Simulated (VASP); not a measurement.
LiH:

```
CELL_PARAMETERS angstrom
3.24300 0.00000 0.00000
-1.62150 2.80852 0.00000
0.00000 0.00000 13.35783
ATOMIC_POSITIONS crystal
Li 0.00000 0.00000 0.80000
Li 0.00000 0.00000 0.00000
Li 0.00000 0.00000 0.20000
Li 0.33333 0.66667 0.40000
Li 0.66667 0.33333 0.60000
H 0.33333 0.66667 0.70000
H 0.66667 0.33333 0.90000
H 0.33333 0.66667 0.10000
H 0.66667 0.33333 0.30000
H 0.00000 0.00000 0.50000
```

* Program: VASP 6.6.1
* Task: relaxation of cell and atoms
* Functional: PBE
* Potentials or basis: VASP PAW PBE potentials, release 64 (Li_sv, H)
* Cutoff: 750 eV
* k mesh: 6 × 6 × 2
* Occupations: gaussian, width 0.1 eV
* Spin: no spin polarisation

At the start: pressure -7.4 GPa; volume 12.17 Å³/atom.

Problem. Where does the relaxation end?

Solution. Over 10 steps the energy falls by 129.1 meV/atom and the volume is 8.12 Å³/atom (-33.2 %); space group P-3m1 (No. 164, to 0.1 Å) before and after.

Step by step:
```csv
step,energy change (eV),largest force (eV/Å),pressure (GPa),volume (Å³)
1,0.0000,0.2342,-7.42,121.66
2,-0.4393,0.2008,-6.78,112.00
3,-1.2472,0.0766,-2.01,86.10
4,-1.2770,0.1034,0.66,79.44
5,-1.2806,0.0962,-0.09,81.07
6,-1.2800,0.0993,0.23,80.37
7,-1.2838,0.0702,0.29,80.24
8,-1.2859,0.1033,0.39,80.02
9,-1.2892,0.0680,0.19,80.46
10,-1.2914,0.0213,-0.15,81.23
```

Final structure:
```xyz
10
Lattice="2.8156 0.0000 0.0000 -1.4078 2.4384 0.0000 0.0000 0.0000 11.8307" Properties=species:S:1:pos:R:3 pbc="T T T"
Li    0.0000    0.0000    9.3867
Li    1.4078    2.4384    0.0000
Li    1.4078    2.4384    2.4441
Li    0.0000    1.6256    4.7551
Li    1.4078    0.8128    7.0757
H     0.0000    1.6256    8.2373
H     1.4078    0.8128   10.6095
H     0.0000    1.6256    1.2212
H     1.4078    0.8128    3.5934
H     1.4078    2.4384    5.9154
```

Caveat: the volume moved by over 15 % at a fixed basis, so the end points are rough.
